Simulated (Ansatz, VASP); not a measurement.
One calculation of MgO, two programs

```xyz
4
Lattice="3.6322 0.0000 0.0000 -1.8161 3.1456 0.0000 0.0000 0.0000 4.3034" Properties=species:S:1:pos:R:3 pbc="T T T"
Mg    1.8161    1.0485    3.2276
Mg    0.0000    2.0970    1.0759
O     1.8161    1.0485    1.0759
O     0.0000    2.0970    3.2276
```

Alike in both runs: task single point; functional PBE; k mesh 9 × 9 × 6; occupations gaussian, width 0.05 eV; no spin polarisation.

|  | VASP | Ansatz |
| --- | --- | --- |
| version | VASP 6.6.1 | Ansatz 0.2.0 |
| potentials or method | VASP PAW PBE potentials, release 64 (Mg, O), cutoff 520 eV | scalar-relativistic, plane waves, PAW |
| valence electrons in the cell | 16 | 32 |

VASP gave:

```
gap on the k mesh at the Fermi level (eV)                     : 2.91
least direct gap on the mesh (eV)                             : 2.91
pressure (GPa)                                                : -8.6
traceless stress, the component that is largest in VASP (GPa) : 0.65
```

Question: Estimate Ansatz's values.

Answer: gap on the k mesh at the Fermi level (eV): 2.93; least direct gap on the mesh (eV): 2.93; pressure (GPa): -8.1; traceless stress, the component that is largest in VASP (GPa): 0.73.

With one functional, cell and mesh, what is left measures potentials, basis and numerics. VASP's potentials hold 16 valence electrons a cell and Ansatz's 32, so a difference there can come from the potentials and not from the codes.
